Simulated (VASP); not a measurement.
Wanted: the native input for a VASP 6.6.1 run.

- Task: single point
- Functional: PBE
- Potentials or basis: VASP PAW PBE potentials, release 64 (Si, C)
- Cutoff: 600 eV
- k mesh: 6 × 6 × 4
- Occupations: gaussian, width 0.01 eV
- Spin: no spin polarisation
- Dipole correction: no
- Further INCAR settings: ALGO = Normal; EDIFF = 1e-06; NBANDS = 16

The structure of SiC lies in POSCAR:

```
SiC
1.0
    3.0232214855      0.0000000000      0.0000000000
   -1.5116107428      2.6181866077      0.0000000000
    0.0000000000      0.0000000000      4.9625304045
Si C
2 2
Direct
    0.3333333333      0.6666666667     -0.0004083989
    0.6666666667      0.3333333333      0.4995916011
    0.3333333333      0.6666666667      0.3754083989
    0.6666666667      0.3333333333      0.8754083989
```

This cell differs from its parent crystal: volume changed by -5%.

One way to write it, as run:

INCAR

```
  ALGO = Normal
  EDIFF = 1E-6
  ENCUT = 600
  GGA = PE
  GGA_COMPAT = False
  ISIF = 2
  ISMEAR = 0
  LASPH = True
  LCHARG = False
  LREAL = False
  LWAVE = False
  NBANDS = 16
  NELM = 120
  PREC = Accurate
  SIGMA = 0.01
```

KPOINTS

```
k-points
0
Gamma
  6 6 4
```

Potentials or basis: VASP PAW PBE potentials, release 64 (Si, C).

Command:

```sh
$ cat potpaw_PBE.64/Si/POTCAR potpaw_PBE.64/C/POTCAR > POTCAR
$ mpirun -np 1 vasp_std > vasp.out
```

Results of the run:

```yaml
Pressure: 16.1 GPa
Largest_force: 0.005 eV/Å
Band_gap_on_the_k_mesh: 2.18 eV, indirect (least direct gap 4.07 eV)
```

It took 7.7 s on 1 thread of Intel(R) Xeon(R) Platinum 8488C (Sapphire Rapids), with other jobs on the host, peak memory 0.15 GiB.
